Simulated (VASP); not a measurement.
Runs of VASP 6.6.1 on BAs (zincblende type). The structure is that of space group F-43m (No. 216), or close to it. The cells are those of the table. 

| task | cell | cutoff (eV) | gap on the mesh (eV) | pressure (GPa) |
| --- | --- | --- | --- | --- |
| single point | a = 2.930 Å, angles 60.0°, 2 atoms | 520 | 0.86 | (b) |
| single point | a = 3.383 Å, angles 60.0°, 2 atoms | 520 | 1.37 | (c) |
| single point | a = 3.204 Å, angles 60.0°, 2 atoms | 520 | 1.19 | (a) |
| single point | a = 2.771 Å, angles 60.0°, 2 atoms | 520 | 0.62 | 276.9 |
| relaxation of cell and atoms | relaxed from a = 3.403 Å, angles 60.0°, 2 atoms | 600 | 1.38 | 0.0 |

Alike in all rows: level r2SCAN; potentials or basis VASP PAW PBE potentials, release 64 (B, As); no spin polarisation; k mesh 15 × 15 × 15; smearing fermi-dirac 0.1 eV.

Fill in the values left out.

(a) 32.6; (b) 145.1; (c) 0.3.

Caveats: the PAW data sets were made with another functional, which shifts forces and pressure a little; an odd mesh through Γ misses points on the zone boundary, where band edges can lie; the cell stands under pressure (at least some runs).

A k mesh can miss the band edges, and the runs leave out spin-orbit coupling on As.
